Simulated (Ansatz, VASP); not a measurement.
# One calculation of Pt, two programs

The input INCAR:

```
PREC = Accurate
ENCUT = 570
EDIFF = 1E-6
ISMEAR = 0
SIGMA = 0.15
LREAL = False
LASPH = True
NELM = 120
ALGO = Normal
ISIF = 2
LWAVE = False
LCHARG = False
NBANDS = 25
GGA_COMPAT = False
```

KPOINTS

```
regular mesh
0
Gamma
  18 18 10
```

POSCAR

```
Pt
1.0
    2.6404892193      0.0000000000      0.0000000000
   -1.3202446096      2.2867307423      0.0000000000
    0.0000000000      0.0000000000      4.5604625585
Pt
2
Direct
    0.6666666667      0.3333333333      0.7500000000
    0.3333333333      0.6666666667      0.2500000000
```

Input for Ansatz:

```yaml
crystal:
  lattice:
    - [2.6404892193, 0.0, 0.0]
    - [-1.3202446096, 2.2867307423, 0.0]
    - [0.0, 0.0, 4.5604625585]
  atoms:
    - { symbol: Pt, position: [0.6666666667, 0.3333333333, 0.75] }
    - { symbol: Pt, position: [0.3333333333, 0.6666666667, 0.25] }
basis:
  ecutwfc: 420
kpoints:
  mp_grid: { grid: [18, 18, 10] }
hamiltonian:
  xc: lda
scf:
  occupations: { method: gaussian, width: 0.15 }
output:
  forces: true
  stress: true
  eigenvalues: true
```

Change from the starting cell: mode 1 frozen in at +0.000 Å, equal normal strain along x, y and z -0.0250.

Alike in both runs: task single point; functional LDA; k mesh 18 × 18 × 10; occupations gaussian, width 0.15 eV; no spin polarisation.

|  | VASP | Ansatz |
| --- | --- | --- |
| version | VASP 6.6.1 | Ansatz 0.2.0 |
| potentials or method | VASP PAW LDA potentials, release 64 (Pt_sv_GW), cutoff 570 eV | scalar-relativistic, plane waves, PAW |
| valence electrons in the cell | 36 | 36 |

Ansatz gave:

| Item | Value |
| --- | --- |
| gap on the k mesh at the Fermi level (eV) | none |
| pressure (GPa) | 28.2 |
| traceless stress, the component that is largest in VASP (GPa) | -2.51 |

**Question.** Estimate VASP's values.

**Answer.** gap on the k mesh at the Fermi level (eV): none; pressure (GPa): 27.8; traceless stress, the component that is largest in VASP (GPa): -2.85.

LDA's correlation is that of Perdew and Zunger in VASP and of Perdew and Wang (1992) in Ansatz. A gap of «none» marks a metal or a gap that the smearing closes.

Neither program's run includes spin-orbit coupling.
